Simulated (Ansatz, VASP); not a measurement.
# One calculation of Ta2Se, two programs

File INCAR:

```
SYSTEM = Ta2Se
  PREC = Accurate
  ENCUT = 500
  EDIFF = 1E-7
  ISMEAR = -1
  SIGMA = 0.15
  LREAL = .FALSE.
  LASPH = .TRUE.
  NELM = 120
  ALGO = Normal
  ISIF = 3
  LWAVE = .FALSE.
  LCHARG = .FALSE.
  GGA = CA
  IBRION = 2
  NSW = 80
  EDIFFG = -0.001
  GGA_COMPAT = .FALSE.
  NELMIN = 4
```

Contents of KPOINTS:

```
regular mesh
0
G
  12 12 4
  0 0 0
```

The input POSCAR:

```
Ta2Se
1.0
    3.3358647724      0.0000000000      0.0000000000
    0.0000000000      3.3358647724      0.0000000000
    0.0000000000      0.0000000000      9.6813049048
Ta Se
4 2
Direct
    0.5000000000      0.0000000000      0.7560018298
    0.0000000000      0.5000000000      0.2439981702
    0.5000000000      0.0000000000      0.0765419135
    0.0000000000      0.5000000000      0.9234580865
    0.5000000000      0.0000000000      0.3664946765
    0.0000000000      0.5000000000      0.6335053235
```

Input for Ansatz:

```yaml
crystal:
  lattice:
    - [3.3358647724, 0.0, 0.0]
    - [0.0, 3.3358647724, 0.0]
    - [0.0, 0.0, 9.6813049048]
  atoms:
    - { symbol: Ta, position: [0.5, 0.0, 0.7560018298] }
    - { symbol: Ta, position: [0.0, 0.5, 0.2439981702] }
    - { symbol: Ta, position: [0.5, 0.0, 0.0765419135] }
    - { symbol: Ta, position: [0.0, 0.5, 0.9234580865] }
    - { symbol: Se, position: [0.5, 0.0, 0.3664946765] }
    - { symbol: Se, position: [0.0, 0.5, 0.6335053235] }
basis:
  ecutwfc: 420
kpoints:
  mp_grid: { grid: [12, 12, 4] }
hamiltonian:
  xc: lda
  pseudopotentials: { kind: paw }
scf:
  occupations: { method: fermi_dirac, width: 0.15 }
output:
  forces: true
  stress: true
  eigenvalues: true
relax:
  adjacent_minimum: "off"
  f_tol: 0.001
  max_steps: 60
  cell: { stress_tol: 0.01 }
```

Alike in both runs: task relaxation of cell and atoms; functional LDA; k mesh 12 × 12 × 4; occupations fermi-dirac, width 0.15 eV; no spin polarisation.

|  | VASP | Ansatz |
| --- | --- | --- |
| version | VASP 6.6.1 | Ansatz 0.2.0 |
| potentials or method | VASP PAW LDA potentials, release 64 (Ta_pv, Se), cutoff 500 eV | scalar-relativistic, plane waves, PAW |
| valence electrons in the cell | 56 | 84 |

|  | VASP | Ansatz | Ansatz less VASP |
| --- | --- | --- | --- |
| gap on the k mesh at the Fermi level, each at its own relaxed structure (eV) | none | none | - |
| relaxed volume (Å³/atom) | 18.10 | 18.04 | -0.061 |
| relaxed cell length with the largest relative difference (Å) | 3.334 | 3.330 | -0.0048 |

LDA's correlation is that of Perdew and Zunger in VASP and of Perdew and Wang (1992) in Ansatz. A gap of «none» marks a metal or a gap that the smearing closes. VASP's potentials hold 56 valence electrons a cell and Ansatz's 84, so a difference there can come from the potentials and not from the codes.

Neither program's run includes spin-orbit coupling.
